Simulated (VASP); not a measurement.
AlNi:

```
Ni Al
1.0
     2.88100    0.00000    0.00000
     0.00000    2.88100    0.00000
     0.00000    0.00000    2.88100
Ni Al
1 1
Cartesian
  1.4405 1.4405 1.4405
  0.0000 0.0000 0.0000
```

* Program: VASP 6.6.1
* Task: relaxation of cell and atoms
* Functional: RPBE
* Potentials or basis: VASP PAW PBE potentials, release 64 (Ni, Al)
* Cutoff: 600 eV
* k mesh: 9 × 9 × 9
* Occupations: fermi-dirac, width 0.05 eV
* Spin: collinear spin, ferromagnetic start
* Starting moments: [1.0, 0.0] μB

At the start: pressure 5.7 GPa; volume 11.96 Å³/atom.

Problem. Where does the relaxation end?

Solution. Over 3 steps the energy falls by 7.4 meV/atom and the volume is 12.39 Å³/atom (+3.6 %); space group Pm-3m (No. 221, to 0.05 Å); moment 0.00 μB per cell.

Step by step:
```tsv
step	energy change (eV)	largest force (eV/Å)	pressure (GPa)	volume (Å³)
1	0.0000	0.0000	5.70	23.91
2	-0.0073	0.0000	-3.63	25.41
3	-0.0147	0.0000	0.00	24.77
```

Final structure:
```yaml
crystal:
  lattice:
    - [2.91506, 0.00000, 0.00000]
    - [0.00000, 2.91506, 0.00000]
    - [0.00000, 0.00000, 2.91506]
  atoms:
    - { symbol: Ni, position: [0.50000, 0.50000, 0.50000] }
    - { symbol: Al, position: [0.00000, 0.00000, 0.00000] }
```

Caveat: the PAW data sets were made with another functional, which shifts forces and pressure a little.
